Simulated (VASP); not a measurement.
A run of VASP 6.6.1:

INCAR

```
SYSTEM = Ir
PREC = Accurate
ENCUT = 520
EDIFF = 1E-6
ISMEAR = 0
SIGMA = 0.1
LREAL = .False.
LASPH = .True.
NELM = 100
ALGO = Normal
ISIF = 2
LWAVE = .False.
LCHARG = .False.
GGA = PE
NBANDS = 10
```

The input KPOINTS:

```
Automatic mesh
0
Gamma
  8 8 8
  0 0 0
```

POSCAR

```
Ir
1.0
    0.0000000000      1.9057899381      1.9057899381
    1.9057899381      0.0000000000      1.9057899381
    1.9057899381      1.9057899381      0.0000000000
Ir
1
Direct
    0.0000000000      0.0000000000      0.0000000000
```

Potentials or basis: VASP PAW PBE potentials, release 64 (Ir).

Run with:

```console
$ cat potpaw_PBE.64/Ir/POTCAR > POTCAR
$ mpirun -np 1 vasp_std > vasp.out
```

Hardware: 1 thread of Intel(R) Xeon(R) 6975P-C (Granite Rapids), with other jobs on the host.

**Question.** Estimate the wall time of this run.

**Answer.** Wall time 2.6 s on 1 thread of Intel(R) Xeon(R) 6975P-C (Granite Rapids) (shared host), peak memory 0.13 GiB. Counts: scf iterations 11, k points 29.
